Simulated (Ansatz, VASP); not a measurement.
**BP in VASP and in Ansatz**

The input POSCAR:

```
BP
1.0
    0.0000000000      2.2683155501      2.2683155501
    2.2683155501      0.0000000000      2.2683155501
    2.2683155501      2.2683155501      0.0000000000
B P
1 1
Direct
    0.0000000000      0.0000000000      0.0000000000
    0.2500000000      0.2500000000      0.2500000000
```

INCAR.step1

```
SYSTEM = BP
PREC = Accurate
ENCUT = 1000
EDIFF = 1E-5
ISMEAR = 0
SIGMA = 0.01
LREAL = .False.
LASPH = .True.
NELM = 120
ALGO = Normal
ISIF = 2
LWAVE = .True.
LCHARG = .False.
GGA = PE
NBANDS = 11
GGA_COMPAT = .False.
```

File INCAR.step2:

```
SYSTEM = BP
PREC = Accurate
ENCUT = 1000
EDIFF = 1E-6
ISMEAR = 0
SIGMA = 0.01
LREAL = .False.
LASPH = .True.
NELM = 120
ALGO = Normal
ISIF = 2
LWAVE = .False.
LCHARG = .False.
GGA = PE
LHFCALC = .True.
AEXX = 0.75
HFSCREEN = 0.3
PRECFOCK = Normal
ISTART = 1
NBANDS = 11
GGA_COMPAT = .False.
```

Contents of KPOINTS:

```
Automatic mesh
0
Gamma
  4 4 4
  0 0 0
```

Input for Ansatz:

```yaml
crystal:
  lattice:
    - [0.0, 2.2683155501, 2.2683155501]
    - [2.2683155501, 0.0, 2.2683155501]
    - [2.2683155501, 2.2683155501, 0.0]
  atoms:
    - { symbol: B, position: [0.0, 0.0, 0.0] }
    - { symbol: P, position: [0.25, 0.25, 0.25] }
kpoints:
  mp_grid: { grid: [4, 4, 4] }
hamiltonian:
  xc: { exchange: pbe, correlation: pbe, exx: { coeff: 0.75, omega: 0.3 } }
scf:
  occupations: { method: fixed }
  n_extra_bands: 4
output:
  forces: true
  stress: true
  eigenvalues: true
```

Alike in both runs: task single point; functional PBE-based screened hybrid with a share of 0.75 of exact exchange and HFSCREEN = 0.3; k mesh 4 × 4 × 4; no spin polarisation.

```csv
,VASP,Ansatz
version,VASP 6.6.1,Ansatz 0.2.0
potentials or method,"VASP PAW PBE potentials, release 64 (B_h, P)",plane waves
plane-wave cutoff (eV),1000,420
occupations,"gaussian, width 0.01 eV",fixed
valence electrons in the cell,8,8
```

```csv
,VASP,Ansatz,Ansatz less VASP
gap on the k mesh at the Fermi level (eV),3.19,3.19,-0.002
```

VASP's potentials were made for PBE, not for PBE-based screened hybrid. Ansatz's warnings: stress exchange threshold loose, stress scf threshold loose.

The k mesh is coarse, so the values compare programs but aren't converged.
